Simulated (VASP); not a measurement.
# Pd (Fm-3m) in VASP: notebook

Pd is run at these levels: r2SCAN; tasks: single point, relaxation of cell and atoms.

Program: VASP 6.6.1. These are calculated values, not measurements. Logs are shortened: lines on timing, memory, paths and dates and some standing lists are left out, and cuts for length are marked.

## (1) The cell of the first run

Symmetry: Fm-3m, No. 225, cubic system. Conventional cell: a = 3.909 Å, b = 3.909 Å, c = 3.909 Å, α = 90.00°, β = 90.00°, γ = 90.00°. Within 3.6 Å of Pd (site symmetry m-3m) lie 12 Pd at 2.76 Å.

## (2) Single point, r2SCAN

Input file POSCAR:

```
Pd
1.0
    0.0000000000      1.9543084383      1.9543084383
    1.9543084383      0.0000000000      1.9543084383
    1.9543084383      1.9543084383      0.0000000000
Pd
1
Direct
    0.0000000000      0.0000000000      0.0000000000
```

Input file INCAR.step1:

```
  ALGO = Normal
  EDIFF = 1E-5
  ENCUT = 550
  GGA = PE
  GGA_COMPAT = False
  ISMEAR = -1
  LASPH = True
  LCHARG = False
  LREAL = False
  LWAVE = True
  NBANDS = 11
  NELM = 120
  PREC = Accurate
  SIGMA = 0.05
```

Input file INCAR.step2:

```
  ALGO = Normal
  EDIFF = 1E-6
  ENCUT = 550
  GGA_COMPAT = False
  ISIF = 2
  ISMEAR = -1
  ISTART = 1
  LASPH = True
  LCHARG = False
  LMIXTAU = True
  LREAL = False
  LWAVE = False
  METAGGA = R2SCAN
  NBANDS = 11
  NELM = 120
  PREC = Accurate
  SIGMA = 0.05
```

Input file KPOINTS:

```
k-points
0
Gamma
  20 20 20
```

Potentials or basis: VASP PAW PBE potentials, release 64 (Pd).

The run is started by

```console
$ cat potpaw_PBE.64/Pd/POTCAR > POTCAR
$ cp INCAR.step1 INCAR
$ mpirun -np 1 vasp_std > vasp.out
$ cp INCAR.step2 INCAR
$ mpirun -np 1 vasp_std > vasp.out
```

OUTCAR:

```text
EDIFF = 1E-6
   ENCUT = 550
   ISIF = 2
   ISMEAR = -1
   ISTART = 1
   LASPH = True
   LREAL = False
   METAGGA = R2SCAN
   NELM = 120
   PREC = Accurate

 ion  position               nearest neighbor table
   1  0.000  0.000  0.000-

  LATTYP: Found a face centered cubic cell.
 ALAT       =     3.9086168766

  Lattice vectors:

 A1 = (   0.0000000000,   1.9543084383,   1.9543084383)
 A2 = (   1.9543084383,   0.0000000000,   1.9543084383)
 A3 = (   1.9543084383,   1.9543084383,   0.0000000000)

Analysis of symmetry for initial positions (statically):
=====================================================================
 Subroutine PRICEL returns:
 Original cell was already a primitive cell.

 Routine SETGRP: Setting up the symmetry group for a
 face centered cubic supercell.

 Subroutine GETGRP returns: Found 48 space group operations
 (whereof 48 operations were pure point group operations)
 out of a pool of 48 trial point group operations.

The static configuration has the point symmetry O_h .

Analysis of symmetry for dynamics (positions and initial velocities):
=====================================================================
 Subroutine PRICEL returns:
 Original cell was already a primitive cell.

 Routine SETGRP: Setting up the symmetry group for a
 face centered cubic supercell.

 Subroutine GETGRP returns: Found 48 space group operations
 (whereof 48 operations were pure point group operations)
 out of a pool of 48 trial point group operations.

The dynamic configuration has the point symmetry O_h .

 Subroutine INISYM returns: Found 48 space group operations
 (whereof 48 operations are pure point group operations),
 and found     1 'primitive' translations

----------------------------------------------------------------------------------------

                                     Primitive cell

  volume of cell :      14.9283

  direct lattice vectors                    reciprocal lattice vectors
     0.000000000  1.954308438  1.954308438    -0.255844978  0.255844978  0.255844978
     1.954308438  0.000000000  1.954308438     0.255844978 -0.255844978  0.255844978
     1.954308438  1.954308438  0.000000000     0.255844978  0.255844978 -0.255844978

  length of vectors
     2.763809499  2.763809499  2.763809499     0.443136501  0.443136501  0.443136501

  position of ions in fractional coordinates (direct lattice)
     0.000000000  0.000000000  0.000000000

  ion indices of the primitive-cell ions
   primitive index   ion index
                 1           1

----------------------------------------------------------------------------------------

 KPOINTS: k-points

Automatic generation of k-mesh.
 Grid dimensions read from file:
 generate k-points for:   20   20   20

 Generating k-lattice:

  Cartesian coordinates                     Fractional coordinates (reciprocal lattice)
    -0.012792249  0.012792249  0.012792249     0.050000000  0.000000000  0.000000000
     0.012792249 -0.012792249  0.012792249     0.000000000  0.050000000  0.000000000
     0.012792249  0.012792249 -0.012792249     0.000000000  0.000000000  0.050000000

  Length of vectors
     0.022156825  0.022156825  0.022156825

  Shift w.r.t. Gamma in fractional coordinates (k-lattice)
     0.000000000  0.000000000  0.000000000

 Subroutine IBZKPT returns following result:
 ===========================================

 Found    256 irreducible k-points:

 Following reciprocal coordinates:
            Coordinates               Weight
  0.000000  0.000000  0.000000      1.000000
  0.050000  0.000000  0.000000      8.000000
  0.100000  0.000000  0.000000      8.000000
  0.150000  0.000000  0.000000      8.000000
  0.200000  0.000000  0.000000      8.000000
  0.250000  0.000000  0.000000      8.000000
[... 16 lines left out ...]
 -0.400000  0.050000  0.000000     24.000000
 -0.350000  0.050000  0.000000     24.000000
 [... further k-points ...]
   k-points           NKPTS =    256   k-points in BZ     NKDIM =    256   number of bands    NBANDS=     11
   number of dos      NEDOS =    301   number of ions     NIONS =      1
   total plane-waves  NPLWV =  13824
   dimension x,y,z NGX =    24 NGY =   24 NGZ =   24
   dimension x,y,z NGXF=    48 NGYF=   48 NGZF=   48
   ions per type =               1
   NGX,Y,Z   is equivalent  to a cutoff of  14.44, 14.44, 14.44 a.u.
   NGXF,Y,Z  is equivalent  to a cutoff of  28.87, 28.87, 28.87 a.u.
 SYSTEM =  unknown system
   PREC   = accura    normal or accurate (medium, high low for compatibility)
   ISTART =      1    job   : 0-new  1-cont  2-samecut
   ICHARG =      0    charge: 1-file 2-atom 10-const
   ISPIN  =      1    spin polarized calculation?
   LNONCOLLINEAR =      F non collinear calculations
   LSORBIT =      F    spin-orbit coupling
   LASPH  =      T    aspherical Exc in radial PAW
   ENCUT  =  550.0 eV  40.42 Ry    6.36 a.u.   5.29  5.29  5.29*2*pi/ulx,y,z
   NELM   =    120;   NELMIN=  2; NELMDL=  0     # of ELM steps
   EDIFF  = 0.1E-05   stopping-criterion for ELM
   LREAL  =      F    real-space projection
   EDIFFG = 0.1E-04   stopping-criterion for IOM
   NSW    =      0    number of steps for IOM
   IBRION =     -1    ionic relax: 0-MD 1-quasi-New 2-CG
   NFREE  =      0    steps in history (QN), initial steepest desc. (CG)
   ISIF   =      2    stress and relaxation
   ISYM   =      2    0-nonsym 1-usesym 2-fastsym
   POTIM  = 0.5000    time-step for ionic-motion
   TEBEG  =    0.0;   TEEND  =   0.0 temperature during run
   PSTRESS=    0.0 pullay stress
   NELECT =      10.0000    total number of electrons
   NUPDOWN=      -1.0000    fix difference up-down
   EMIN   =  10.00;   EMAX   =-10.00  energy-range for DOS
   EFERMI =   0.00;   METHOD = LEGACY
   ISMEAR =    -1;   SIGMA  =   0.05  broadening in eV -4-tet -1-fermi 0-gaus
   EFERMI_NEDOS =   21; number of points for ismear=-14 and -15
   IALGO  =     38    algorithm
   IMIX   =      4    mixing-type and parameters
     AMIX     =   0.40;   BMIX     =  1.00
     AMIX_MAG =   1.60;   BMIX_MAG =  1.00
  volume/ion in A,a.u.               =      14.93       100.74
  Fermi-wavevector in a.u.,A,eV,Ry     =   1.432424  2.706890 27.916975  2.051840
  Thomas-Fermi vector in A             =   2.552053
   LORBIT       =      0    0 simple, 1 ext, 2 COOP (PROOUT), +10 PAW based schemes
   METAGGA = R2SCAN    functional components
   LHFCALC =     F    Hartree Fock is set to
   AEXX    =    0.0000 exact exchange contribution
   IVDW    =     0    specifies the selected vdW correction
   LEPSILON=     F    determine dielectric tensor
   LRPA    =     F    only Hartree local field effects (RPA)
 non-spin polarized calculation
  energy-cutoff  :      550.00
  volume of cell :       14.93
 maximum number of plane-waves:       450
 NGX is ok and might be reduce to    24
   NGX = 11   NGY = 11   NGZ = 11

 number of electron       9.9999998 magnetization

 Free energy of the ion-electron system (eV)
  ---------------------------------------------------
  ext. energy  EPLUGINS =         0.00000000
  ---------------------------------------------------
  free energy    TOTEN  =       -22.95306405 eV

  energy without entropy =      -22.93345212  energy(sigma->0) =      -22.94325808

 E-fermi :   9.4026     XC(G=0): -14.0450

 val. band max:        9.3899721703   @ k =  -0.4500   0.3000   0.0000
 cond. band min:       9.4028963400   @ k =  -0.2000   0.1500   0.0000
 fundamental gap:      0.0129241697
 Fermi energy:         9.4026026363

 k-point     1 :       0.0000    0.0000    0.0000
  band No.  band energies     occupation
      1       2.3125      2.00000
      2       6.5437      2.00000
      3       6.5437      2.00000
      4       6.5437      2.00000
      5       8.1220      2.00000
      6       8.1220      2.00000
      7      27.4248      0.00000
      8      31.8934      0.00000
      9      32.3424      0.00000
     10      32.3424      0.00000
     11      32.3424      0.00000

 k-point     2 :       0.0500    0.0000    0.0000
  band No.  band energies     occupation
      1       2.4061      2.00000
      2       6.5107      2.00000
      3       6.5762      2.00000
      4       6.5762      2.00000
      5       8.1065      2.00000
      6       8.1065      2.00000
      7      27.5206      0.00000
      8      31.6477      0.00000
      9      31.9416      0.00000
     10      32.4453      0.00000
     11      32.4453      0.00000

 k-point     3 :       0.1000    0.0000    0.0000
  band No.  band energies     occupation
      1       2.6782      2.00000
      2       6.4259      2.00000
      3       6.6634      2.00000
      4       6.6634      2.00000
      5       8.0717      2.00000
      6       8.0717      2.00000
      7      27.7454      0.00000
      8      30.2934      0.00000
      9      31.9160      0.00000
     10      32.7397      0.00000
     11      32.7397      0.00000

 k-point     4 :       0.1500    0.0000    0.0000
  band No.  band energies     occupation
      1       3.0974      2.00000
      2       6.3347      2.00000
      3       6.7708      2.00000
      4       6.7708      2.00000
      5       8.0546      2.00000
      6       8.0546      2.00000
      7      27.6964      0.00000
      8      28.9843      0.00000
      9      31.9118      0.00000
     10      33.1781      0.00000
     11      33.1781      0.00000

 k-point     5 :       0.2000    0.0000    0.0000
  band No.  band energies     occupation
      1       3.5874      2.00000
      2       6.3299      2.00000
      3       6.8399      2.00000
      4       6.8399      2.00000
      5       8.1152      2.00000
      6       8.1152      2.00000
      7      26.3722      0.00000
      8      28.6906      0.00000
      9      31.9077      0.00000
     10      33.6564      0.00000
     11      33.6564      0.00000
[... 211 lines left out ...]
 k-point    21 :       0.5000    0.0500    0.0000
  band No.  band energies     occupation
      1       4.1385      2.00000
      2       6.4231      2.00000
      3       6.5293      2.00000
      4       8.9357      1.99982
      5       9.3724      1.29356
      6      11.1477      0.00000
      7      17.0856      0.00000
      8      26.8819      0.00000
      9      31.0443      0.00000
     10      31.1527      0.00000
     11      31.9213      0.00000

 k-point    22 :      -0.4500    0.0500    0.0000
  band No.  band energies     occupation
      1       4.1463      2.00000
      2       6.4383      2.00000
      3       6.5286      2.00000
      4       8.9468      1.99978
      5       9.2876      1.81770
      6      11.0173      0.00000
      7      17.2889      0.00000
      8      26.9070      0.00000
      9      30.8535      0.00000
     10      31.4860      0.00000
     11      31.9178      0.00000

 k-point    23 :      -0.4000    0.0500    0.0000
  band No.  band energies     occupation
      1       4.1919      2.00000
      2       6.4965      2.00000
      3       6.5710      2.00000
      4       8.6942      2.00000
      5       9.0853      1.99650
      6      10.2880      0.00000
      7      18.4799      0.00000
      8      27.1068      0.00000
      9      30.9768      0.00000
     10      31.9192      0.00000
     11      32.1597      0.00000

 k-point    24 :      -0.3500    0.0500    0.0000
  band No.  band energies     occupation
      1       4.2541      2.00000
      2       6.5874      2.00000
      3       6.6510      2.00000
      4       8.0991      2.00000
      5       8.7983      1.99999
      6       9.5658      0.07372
      7      20.1565      0.00000
      8      27.4591      0.00000
      9      31.3566      0.00000
     10      31.9287      0.00000
     11      33.1441      0.00000

 [... further k-points ...]

------------------------ aborting loop because EDIFF is reached ----------------------------------------

  FORCE on cell =-STRESS in cart. coord.  units (eV):
  Direction    XX          YY          ZZ          XY          YZ          ZX
  --------------------------------------------------------------------------------------
  -------------------------------------------------------------------------------------
  Total        0.0531273      0.0531273      0.0531273     -0.0000000      0.0000000      0.0000000
  in kB        5.7018961      5.7018961      5.7018961     -0.0000000      0.0000000      0.0000000
  external PRESSURE =       5.7018961 kB  Pullay stress =       0.0000000 kB

 VOLUME and BASIS-vectors are now :
 -----------------------------------------------------------------------------
  energy-cutoff  :      550.00
  volume of cell :       14.93
      direct lattice vectors                 reciprocal lattice vectors
     0.000000000  1.954308438  1.954308438    -0.255844978  0.255844978  0.255844978
     1.954308438  0.000000000  1.954308438     0.255844978 -0.255844978  0.255844978
     1.954308438  1.954308438  0.000000000     0.255844978  0.255844978 -0.255844978

 POSITION                                       TOTAL-FORCE (eV/Angst)
 -----------------------------------------------------------------------------------
      0.00000      0.00000      0.00000         0.000000      0.000000      0.000000
 -----------------------------------------------------------------------------------
    total drift:                               -0.000000      0.000000     -0.000000

  FREE ENERGIE OF THE ION-ELECTRON SYSTEM (eV)
  ---------------------------------------------------
  free  energy   TOTEN  =       -22.9530640473 eV

  energy  without entropy=      -22.9334521203  energy(sigma->0) =      -22.94325808
```

Run time: 51 s. Hardware: 1 thread of Intel Xeon 6975P-C (Granite Rapids), shared host; peak memory 0.18 GiB.

Results:

```
Free energy            : -22.9531 eV
Pressure               : 0.6 GPa
Band gap on the k mesh : zero (bands 5 and 6 overlap by 1.65 eV)
```

Levels at points of the mesh, in eV from the Fermi level:
| k point | band 2 | band 3 | band 4 | band 5 | band 6 | band 7 | band 8 | band 9 |
| --- | --- | --- | --- | --- | --- | --- | --- | --- |
| (0.00, 0.00, 0.00) | -2.86 | -2.86 | -2.86 | -1.28 | -1.28 | 18.02 | 22.49 | 22.94 |
| (0.50, 0.00, 0.00) | -2.93 | -2.93 | -0.03 | -0.03 | 1.32 | 7.62 | 17.42 | 22.01 |
| (0.50, 0.50, 0.00) | -5.16 | -0.10 | 0.30 | 0.30 | 3.66 | 11.19 | 13.87 | 13.87 |

Caveat: the PAW data sets were made with another functional, which shifts forces and pressure a little.

## (3) Relaxation of cell and atoms, r2SCAN

This run uses another cell than the first one, of 14.75 Å³/atom.

Input file POSCAR:

```
Pd
1.0
    0.0000000000      1.9465000000      1.9465000000
    1.9465000000      0.0000000000      1.9465000000
    1.9465000000      1.9465000000      0.0000000000
Pd
1
Direct
    0.0000000000      0.0000000000      0.0000000000
```

Input file INCAR.step1:

```
SYSTEM = Pd
PREC = Accurate ; ENCUT = 550
ISMEAR = -1 ; SIGMA = 0.05
LREAL = .False. ; LASPH = .True.
NELM = 120 ; GGA = PE
ALGO = Normal ; EDIFF = 1E-5
LWAVE = .True. ; LCHARG = .False.
GGA_COMPAT = .False. ; IBRION = 2
ISIF = 3 ; EDIFFG = -0.005
NELMIN = 4 ; NSW = 100
```

Input file INCAR.step2:

```
SYSTEM = Pd
PREC = Accurate ; ENCUT = 550
EDIFF = 1E-7 ; ISMEAR = -1
SIGMA = 0.05 ; LREAL = .False.
LASPH = .True. ; NELM = 120
ALGO = Normal ; ISIF = 3
LWAVE = .False. ; LCHARG = .False.
METAGGA = R2SCAN ; LMIXTAU = .True.
IBRION = 2 ; NSW = 60
EDIFFG = -0.03 ; ISTART = 1
GGA_COMPAT = .False. ; NELMIN = 4
```

Input file KPOINTS:

```
Automatic mesh
0
Gamma
  20 20 20
  0 0 0
```

Potentials or basis: VASP PAW PBE potentials, release 64 (Pd).

The run is started by

```console
$ cat potpaw_PBE.64/Pd/POTCAR > POTCAR
$ cp INCAR.step1 INCAR
$ mpirun -np 1 vasp_std > vasp.out
$ cp INCAR.step2 INCAR
$ mpirun -np 1 vasp_std > vasp.out
```

OUTCAR:

```text
SYSTEM = Pd
   PREC = Accurate
   ENCUT = 550
   EDIFF = 1E-7
   ISMEAR = -1
   LREAL = .False.
   LASPH = .True.
   NELM = 120
   ISIF = 3
   METAGGA = R2SCAN
   IBRION = 2
   NSW = 60
   EDIFFG = -0.03
   ISTART = 1
   NELMIN = 4

 ion  position               nearest neighbor table
   1  0.000  0.000  0.000-

  LATTYP: Found a face centered cubic cell.
 ALAT       =     3.8930000000

  Lattice vectors:

 A1 = (   0.0000000000,   1.9465000000,   1.9465000000)
 A2 = (   1.9465000000,   0.0000000000,   1.9465000000)
 A3 = (   1.9465000000,   1.9465000000,   0.0000000000)

Analysis of symmetry for initial positions (statically):
[... 254 lines left out ...]
 val. band max:        9.3383686189   @ k =  -0.4500   0.3000   0.0000
 cond. band min:       9.3520669597   @ k =  -0.2000   0.1500   0.0000
 fundamental gap:      0.0136983408
 Fermi energy:         9.3513309925

 k-point     1 :       0.0000    0.0000    0.0000
  band No.  band energies     occupation
      1       2.2865      2.00000
      2       6.5067      2.00000
      3       6.5067      2.00000
      4       6.5067      2.00000
      5       8.0767      2.00000
      6       8.0767      2.00000
      7      27.3710      0.00000
      8      32.2700      0.00000
      9      32.2700      0.00000
[... 265 lines left out ...]
 k-point    24 :      -0.3500    0.0500    0.0000
  band No.  band energies     occupation
      1       4.2265      2.00000
      2       6.5504      2.00000
      3       6.6137      2.00000
      4       8.0572      2.00000
      5       8.7499      1.99999
      6       9.5157      0.07205
      7      20.0791      0.00000
      8      27.4004      0.00000
      9      31.2696      0.00000

 [... further k-points ...]

------------------------ aborting loop because EDIFF is reached ----------------------------------------

  FORCE on cell =-STRESS in cart. coord.  units (eV):
  Direction    XX          YY          ZZ          XY          YZ          ZX
  --------------------------------------------------------------------------------------
  -------------------------------------------------------------------------------------
  Total        0.0069714      0.0069714      0.0069714      0.0000000      0.0000000      0.0000000
  in kB        0.7458993      0.7458993      0.7458993      0.0000000      0.0000000      0.0000000
  external PRESSURE =       0.7458993 kB  Pullay stress =       0.0000000 kB
[... 16 lines left out ...]
  FREE ENERGIE OF THE ION-ELECTRON SYSTEM (eV)
  ---------------------------------------------------
  free  energy   TOTEN  =       -22.9530237984 eV

  energy  without entropy=      -22.9333266063  energy(sigma->0) =      -22.94317520

 reached required accuracy - stopping structural energy minimisation
```

It took 3 min on 1 thread of Intel Xeon 6975P-C (Granite Rapids), shared host; peak memory 0.19 GiB.

What came out:

```
Free energy                           : -22.9530 eV
Relaxed volume                        : 14.97 Å³/atom
Relaxed cell                          : a = 2.767 Å, b = 2.767 Å, c = 2.767 Å, α = 60.00°, β = 60.00°, γ = 60.00°
Space group after relaxing (to 0.1 Å) : Fm-3m (No. 225)
Energy gained by relaxing             : 2.0 meV/atom
Ionic steps                           : 3
Pressure after relaxing               : 0.1 GPa
Band gap on the k mesh                : zero (bands 5 and 6 overlap by 1.65 eV)
```

Step by step:
```
step  energy change (eV)  largest force (eV/Å)  pressure (GPa)  volume (Å³)
   1              0.0000                0.0000            2.93        14.75
   2              0.0027                0.0000           -4.09        15.33
   3             -0.0020                0.0000            0.07        14.97
```

Final structure:
```
Pd
1.0
     0.00000    1.95632    1.95632
     1.95632    0.00000    1.95632
     1.95632    1.95632    0.00000
Pd
1
Direct
  0.00000 0.00000 0.00000
```

Levels at points of the mesh, in eV from the Fermi level:
| k point | band 3 | band 4 | band 5 | band 6 | band 7 | band 8 |
| --- | --- | --- | --- | --- | --- | --- |
| (0.00, 0.00, 0.00) | -2.84 | -2.84 | -1.27 | -1.27 | 18.02 | 22.92 |
| (0.50, 0.00, 0.00) | -2.92 | -0.03 | -0.03 | 1.33 | 7.59 | 17.41 |
| (0.50, 0.50, 0.00) | -0.10 | 0.30 | 0.30 | 3.66 | 11.15 | 13.85 |

Caveat: the PAW data sets were made with another functional, which shifts forces and pressure a little. Zero-point motion and thermal expansion aren't in these numbers.
